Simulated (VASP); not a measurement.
# HfN (F-43m) in VASP: further runs

Runs on HfN. Level: PBEsol. Tasks: single point.

All numbers are computed with VASP 6.6.1; they aren't measurements. Logs are shortened: lines on timing, memory, paths and dates and some standing lists are left out, and cuts for length are marked.

## (1) The cell of the first run

The structure is cubic, space group F-43m (No. 216). Conventional cell: a = 4.826 Å, b = 4.826 Å, c = 4.826 Å, α = 90.00°, β = 90.00°, γ = 90.00°. Hf (site symmetry -43m) has 4 N at 2.09 Å within 2.8 Å. Within 2.8 Å of N (site symmetry -43m) lie 4 Hf at 2.09 Å.

## (2) Single point, PBEsol

Contents of INCAR:

```
SYSTEM = HfN
ALGO = Normal
EDIFF = 1E-6
ENCUT = 600
GGA = PS
GGA_COMPAT = .False.
ISIF = 2
ISMEAR = 1
LASPH = .True.
LCHARG = .False.
LREAL = .False.
LWAVE = .False.
NBANDS = 14
NELM = 120
PREC = Accurate
SIGMA = 0.1
```

Contents of KPOINTS:

```
k-points
0
Gamma
  8 8 8
  0 0 0
```

Contents of POSCAR:

```
HfN
1.0
    0.0000000000      2.4132068080      2.4132068080
    2.4132068080      0.0000000000      2.4132068080
    2.4132068080      2.4132068080      0.0000000000
Hf N
1 1
Direct
    0.0000000000      0.0000000000      0.0000000000
    0.7500000000      0.7500000000      0.7500000000
```

Potentials or basis: VASP PAW PBE potentials, release 64 (Hf_pv, N).

Started as:

```console
$ cat potpaw_PBE.64/Hf_pv/POTCAR potpaw_PBE.64/N/POTCAR > POTCAR
$ mpirun -np 1 vasp_std > vasp.out
```

OUTCAR:

```text
SYSTEM = HfN
   EDIFF = 1E-6
   ENCUT = 600
   GGA = PS
   ISIF = 2
   ISMEAR = 1
   LASPH = .True.
   LREAL = .False.
   NELM = 120
   PREC = Accurate

 ion  position               nearest neighbor table
   1  0.000  0.000  0.000-   2 2.09   2 2.09   2 2.09   2 2.09
   2  0.750  0.750  0.750-   1 2.09   1 2.09   1 2.09   1 2.09

  LATTYP: Found a face centered cubic cell.
 ALAT       =     4.8264136160

  Lattice vectors:

 A1 = (   0.0000000000,   2.4132068080,   2.4132068080)
 A2 = (   2.4132068080,   0.0000000000,   2.4132068080)
 A3 = (   2.4132068080,   2.4132068080,   0.0000000000)

Analysis of symmetry for initial positions (statically):
=====================================================================
 Subroutine PRICEL returns:
 Original cell was already a primitive cell.

 Routine SETGRP: Setting up the symmetry group for a
 face centered cubic supercell.

 Subroutine GETGRP returns: Found 24 space group operations
 (whereof 24 operations were pure point group operations)
 out of a pool of 48 trial point group operations.

The static configuration has the point symmetry T_d .

Analysis of symmetry for dynamics (positions and initial velocities):
=====================================================================
 Subroutine PRICEL returns:
 Original cell was already a primitive cell.

 Routine SETGRP: Setting up the symmetry group for a
 face centered cubic supercell.

 Subroutine GETGRP returns: Found 24 space group operations
 (whereof 24 operations were pure point group operations)
 out of a pool of 48 trial point group operations.

The dynamic configuration has the point symmetry T_d .

 Subroutine INISYM returns: Found 24 space group operations
 (whereof 24 operations are pure point group operations),
 and found     1 'primitive' translations

----------------------------------------------------------------------------------------

                                     Primitive cell

  volume of cell :      28.1069

  direct lattice vectors                    reciprocal lattice vectors
     0.000000000  2.413206808  2.413206808    -0.207193183  0.207193183  0.207193183
     2.413206808  0.000000000  2.413206808     0.207193183 -0.207193183  0.207193183
     2.413206808  2.413206808  0.000000000     0.207193183  0.207193183 -0.207193183

  length of vectors
     3.412789797  3.412789797  3.412789797     0.358869120  0.358869120  0.358869120

  position of ions in fractional coordinates (direct lattice)
     0.000000000  0.000000000  0.000000000
     0.750000000  0.750000000  0.750000000

  ion indices of the primitive-cell ions
   primitive index   ion index
                 1           1
                 2           2

----------------------------------------------------------------------------------------

 KPOINTS: k-points

Automatic generation of k-mesh.
 Grid dimensions read from file:
 generate k-points for:    8    8    8

 Generating k-lattice:

  Cartesian coordinates                     Fractional coordinates (reciprocal lattice)
    -0.025899148  0.025899148  0.025899148     0.125000000  0.000000000  0.000000000
     0.025899148 -0.025899148  0.025899148     0.000000000  0.125000000  0.000000000
     0.025899148  0.025899148 -0.025899148     0.000000000  0.000000000  0.125000000

  Length of vectors
     0.044858640  0.044858640  0.044858640

  Shift w.r.t. Gamma in fractional coordinates (k-lattice)
     0.000000000  0.000000000  0.000000000

 Subroutine IBZKPT returns following result:
 ===========================================

 Found     29 irreducible k-points:

 Following reciprocal coordinates:
            Coordinates               Weight
  0.000000  0.000000  0.000000      1.000000
  0.125000  0.000000  0.000000      8.000000
  0.250000  0.000000  0.000000      8.000000
  0.375000  0.000000  0.000000      8.000000
  0.500000  0.000000  0.000000      4.000000
  0.125000  0.125000  0.000000      6.000000
[... 16 lines left out ...]
  0.500000  0.250000  0.125000     48.000000
 -0.375000  0.250000  0.125000     24.000000
 [... further k-points ...]
   k-points           NKPTS =     29   k-points in BZ     NKDIM =     29   number of bands    NBANDS=     14
   number of dos      NEDOS =    301   number of ions     NIONS =      2
   total plane-waves  NPLWV =  21952
   dimension x,y,z NGX =    28 NGY =   28 NGZ =   28
   dimension x,y,z NGXF=    56 NGYF=   56 NGZF=   56
   ions per type =               1   1
   NGX,Y,Z   is equivalent  to a cutoff of  13.64, 13.64, 13.64 a.u.
   NGXF,Y,Z  is equivalent  to a cutoff of  27.28, 27.28, 27.28 a.u.
 SYSTEM =  HfN
   PREC   = accura    normal or accurate (medium, high low for compatibility)
   ISTART =      0    job   : 0-new  1-cont  2-samecut
   ICHARG =      2    charge: 1-file 2-atom 10-const
   ISPIN  =      1    spin polarized calculation?
   LNONCOLLINEAR =      F non collinear calculations
   LSORBIT =      F    spin-orbit coupling
   LASPH  =      T    aspherical Exc in radial PAW
   ENCUT  =  600.0 eV  44.10 Ry    6.64 a.u.   6.82  6.82  6.82*2*pi/ulx,y,z
   NELM   =    120;   NELMIN=  2; NELMDL= -5     # of ELM steps
   EDIFF  = 0.1E-05   stopping-criterion for ELM
   LREAL  =      F    real-space projection
   EDIFFG = 0.1E-04   stopping-criterion for IOM
   NSW    =      0    number of steps for IOM
   IBRION =     -1    ionic relax: 0-MD 1-quasi-New 2-CG
   NFREE  =      0    steps in history (QN), initial steepest desc. (CG)
   ISIF   =      2    stress and relaxation
   ISYM   =      2    0-nonsym 1-usesym 2-fastsym
   POTIM  = 0.5000    time-step for ionic-motion
   TEBEG  =    0.0;   TEEND  =   0.0 temperature during run
   PSTRESS=    0.0 pullay stress
   NELECT =      15.0000    total number of electrons
   NUPDOWN=      -1.0000    fix difference up-down
   EMIN   =  10.00;   EMAX   =-10.00  energy-range for DOS
   EFERMI =   0.00;   METHOD = LEGACY
   ISMEAR =     1;   SIGMA  =   0.10  broadening in eV -4-tet -1-fermi 0-gaus
   EFERMI_NEDOS =   21; number of points for ismear=-14 and -15
   IALGO  =     38    algorithm
   IMIX   =      4    mixing-type and parameters
     AMIX     =   0.40;   BMIX     =  1.00
     AMIX_MAG =   1.60;   BMIX_MAG =  1.00
  volume/ion in A,a.u.               =      14.05        94.84
  Fermi-wavevector in a.u.,A,eV,Ry     =   1.327906  2.509379 23.991625  1.763335
  Thomas-Fermi vector in A             =   2.457183
   LORBIT       =      0    0 simple, 1 ext, 2 COOP (PROOUT), +10 PAW based schemes
   GGA     = PS    functional components
   LHFCALC =     F    Hartree Fock is set to
   AEXX    =    0.0000 exact exchange contribution
   IVDW    =     0    specifies the selected vdW correction
   LEPSILON=     F    determine dielectric tensor
   LRPA    =     F    only Hartree local field effects (RPA)
 non-spin polarized calculation
 Methfessel and Paxton  Order N= 1 SIGMA  =   0.10
  energy-cutoff  :      600.00
  volume of cell :       28.11
 maximum number of plane-waves:       960
   NGX = 13   NGY = 13   NGZ = 13

 number of electron      15.0000002 magnetization

 Free energy of the ion-electron system (eV)
  ---------------------------------------------------
  ext. energy  EPLUGINS =         0.00000000
  ---------------------------------------------------
  free energy    TOTEN  =       -22.26853878 eV

  energy without entropy =      -22.26763643  energy(sigma->0) =      -22.26823800

 E-fermi :   5.9854     XC(G=0): -11.6416

 val. band max:        5.9542098418   @ k =  -0.3750   0.2500   0.1250
 cond. band min:       6.2009501796   @ k =   0.1250   0.0000   0.0000
 fundamental gap:      0.2467403378
 Fermi energy:         5.9854413774

 k-point     1 :       0.0000    0.0000    0.0000
  band No.  band energies     occupation
      1     -24.8655      2.00000
      2     -24.8655      2.00000
      3     -24.8655      2.00000
      4     -10.3585      2.00000
      5       0.3093      2.00000
      6       0.3093      2.00000
      7       0.3093      2.00000
      8       5.3940      2.00000
      9       8.3297      0.00000
     10       8.3297      0.00000
     11      12.9255      0.00000
     12      12.9255      0.00000
     13      12.9255      0.00000
     14      18.5592      0.00000

 k-point     2 :       0.1250    0.0000    0.0000
  band No.  band energies     occupation
      1     -24.9560      2.00000
      2     -24.8769      2.00000
      3     -24.8769      2.00000
      4     -10.1543      2.00000
      5       0.0085      2.00000
      6       0.4283      2.00000
      7       0.4283      2.00000
      8       6.2010     -0.00939
      9       8.0778      0.00000
     10       8.0778      0.00000
     11      12.5229      0.00000
     12      13.3030      0.00000
     13      13.3030      0.00000
     14      17.6318      0.00000

 k-point     3 :       0.2500    0.0000    0.0000
  band No.  band energies     occupation
      1     -25.1668      2.00000
      2     -24.9042      2.00000
      3     -24.9042      2.00000
      4      -9.6933      2.00000
      5      -0.2789      2.00000
      6       0.6846      2.00000
      7       0.6846      2.00000
      8       7.6034     -0.00000
      9       7.8917     -0.00000
     10       7.8917     -0.00000
     11      11.8989      0.00000
     12      13.4132      0.00000
     13      13.4132      0.00000
     14      14.9681      0.00000
[... 324 lines left out ...]
 k-point    23 :       0.5000    0.2500    0.1250
  band No.  band energies     occupation
      1     -25.3373      2.00000
      2     -25.0667      2.00000
      3     -24.9702      2.00000
      4      -9.0272      2.00000
      5      -0.1727      2.00000
      6       0.8396      2.00000
      7       1.4405      2.00000
      8       6.3264     -0.00002
      9       7.7946     -0.00000
     10       9.2395      0.00000
     11      12.0615      0.00000
     12      12.6125      0.00000
     13      13.2866      0.00000
     14      15.8084      0.00000

 k-point    24 :      -0.3750    0.2500    0.1250
  band No.  band energies     occupation
      1     -25.3831      2.00000
      2     -25.0881      2.00000
      3     -24.9867      2.00000
      4      -8.9050      2.00000
      5       0.3384      2.00000
      6       0.5676      2.00000
      7       1.5696      2.00000
      8       5.9542      1.50111
      9       7.9617     -0.00000
     10       9.0504      0.00000
     11      12.0902      0.00000
     12      12.4394      0.00000
     13      13.1264      0.00000
     14      16.4447      0.00000

 [... further k-points ...]

------------------------ aborting loop because EDIFF is reached ----------------------------------------

  FORCE on cell =-STRESS in cart. coord.  units (eV):
  Direction    XX          YY          ZZ          XY          YZ          ZX
  --------------------------------------------------------------------------------------
  -------------------------------------------------------------------------------------
  Total        0.7615401      0.7615401      0.7615401      0.0000000     -0.0000000      0.0000000
  in kB       43.4099943     43.4099943     43.4099943      0.0000000     -0.0000000      0.0000000
  external PRESSURE =      43.4099943 kB  Pullay stress =       0.0000000 kB

 VOLUME and BASIS-vectors are now :
 -----------------------------------------------------------------------------
  energy-cutoff  :      600.00
  volume of cell :       28.11
      direct lattice vectors                 reciprocal lattice vectors
     0.000000000  2.413206808  2.413206808    -0.207193183  0.207193183  0.207193183
     2.413206808  0.000000000  2.413206808     0.207193183 -0.207193183  0.207193183
     2.413206808  2.413206808  0.000000000     0.207193183  0.207193183 -0.207193183

 POSITION                                       TOTAL-FORCE (eV/Angst)
 -----------------------------------------------------------------------------------
      0.00000      0.00000      0.00000         0.000000      0.000000      0.000000
      3.61981      3.61981      3.61981        -0.000000     -0.000000     -0.000000
 -----------------------------------------------------------------------------------
    total drift:                                0.000000      0.000000      0.000000

  FREE ENERGIE OF THE ION-ELECTRON SYSTEM (eV)
  ---------------------------------------------------
  free  energy   TOTEN  =       -22.2685387783 eV

  energy  without entropy=      -22.2676364320  energy(sigma->0) =      -22.26823800
```

Wall time 36 s (1 thread of AMD EPYC 7R13, shared host); peak memory 0.13 GiB.

Results:

- Free energy: -22.2685 eV
- Pressure: 4.3 GPa

Caveat: the PAW data sets were made with another functional, which shifts forces and pressure a little; spin-orbit coupling is left out, which moves the levels of the heavy elements.

## (3) Single point, PBEsol

This run uses another cell than the first one, of 14.50 Å³/atom, 1.032 times its volume.

Contents of INCAR:

```
SYSTEM = HfN
ALGO = Normal ; EDIFF = 1E-6
ENCUT = 600 ; GGA = PS
GGA_COMPAT = .False. ; ISIF = 2
ISMEAR = 1 ; LASPH = .True.
LCHARG = .False. ; LREAL = .False.
LWAVE = .False. ; NBANDS = 14
NELM = 120 ; PREC = Accurate
SIGMA = 0.1
```

KPOINTS is that of step 2.

Contents of POSCAR:

```
HfN
1.0
    0.0000000000      2.4383461881      2.4383461881
    2.4383461881      0.0000000000      2.4383461881
    2.4383461881      2.4383461881      0.0000000000
Hf N
1 1
Direct
    0.0000000000      0.0000000000      0.0000000000
    0.7500000000      0.7500000000      0.7500000000
```

Potentials or basis: VASP PAW PBE potentials, release 64 (Hf_pv, N).

Started as:

```console
$ cat potpaw_PBE.64/Hf_pv/POTCAR potpaw_PBE.64/N/POTCAR > POTCAR
$ mpirun -np 1 vasp_std > vasp.out
```

It took 31 s on 1 thread of AMD EPYC 7R13, shared host; peak memory 0.13 GiB.

Results (log left out):

* Free energy: -22.2744 eV
* Pressure: -2.4 GPa

Levels at points of the mesh, in eV from the Fermi level:
```
           k point  band 6  band 7  band 8  band 9  band 10  band 11
(0.00, 0.00, 0.00)   -5.53   -5.53   -0.67    2.27     2.27     6.73
(0.50, 0.00, 0.00)   -4.93   -4.93    1.59    2.78     2.78     4.26
(0.50, 0.50, 0.00)   -3.61   -3.61   -1.14    2.21     4.13     4.78
```

Caveat: the PAW data sets were made with another functional, which shifts forces and pressure a little; spin-orbit coupling is left out, which moves the levels of the heavy elements.
